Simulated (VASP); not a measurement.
Set up this calculation in VASP 6.6.1, as the native input.

```
Task                   : single point
Functional             : LDA
Potentials or basis    : VASP PAW LDA potentials, release 64 (Si)
Cutoff                 : 520 eV
k mesh                 : 7 × 7 × 1
Occupations            : gaussian, width 0.05 eV
Spin                   : collinear spin
Starting moments       : [0.0, 0.0, 0.0, 0.0, 2.0] μB
Dipole correction      : yes
Further INCAR settings : ALGO = Normal; EDIFF = 1e-07; NBANDS = 22
```

The structure of Si lies in POSCAR:

```
Si
1.0
    3.8195065206      0.0000000000      0.0000000000
    0.0000000000      3.8195065206      0.0000000000
    0.0000000000      0.0000000000     21.0645252450
Si
5
Direct
    0.0000000000      0.5000000000      0.1898927203
    0.0000000000      0.0000000000      0.2540004780
    0.5000000000      0.0000000000      0.3202822601
    0.5000000000      0.5000000000      0.3828486591
    0.8750000000      0.8750000000      0.5143493679
```

The input as run:

INCAR

```
SYSTEM = Si
PREC = Accurate
ENCUT = 520
EDIFF = 1E-7
ISMEAR = 0
SIGMA = 0.05
LREAL = .False.
LASPH = .True.
NELM = 150
ALGO = Normal
ISIF = 2
LWAVE = .False.
LCHARG = .False.
ISPIN = 2
MAGMOM = 0 0 0 0 2
LORBIT = 11
LDIPOL = .True.
IDIPOL = 3
DIPOL = 0.5 0.5 0.332
GGA = CA
NBANDS = 22
```

KPOINTS

```
Automatic mesh
0
Gamma
  7 7 1
  0 0 0
```

Potentials or basis: VASP PAW LDA potentials, release 64 (Si).

The run is started by

```bash
$ cat potpaw_LDA.64/Si/POTCAR > POTCAR
$ mpirun -np 1 vasp_std > vasp.out
```

Results of the run:

The largest force is 1.250 eV/Å, the net moment is 0.31 μB per cell and the site moments are Si +0.01, +0.00, +0.07 (each value once) μB. The valence electrons inside the program's atomic spheres are Si 1.60, 1.69, 1.59, 1.44 (each value once).

Caveat: a moment this small can come from the mesh or the smearing.

It took 9.9 min on 1 thread of AMD EPYC 7R43 64-Core Processor (Zen 3) (shared host), peak memory 0.39 GiB.
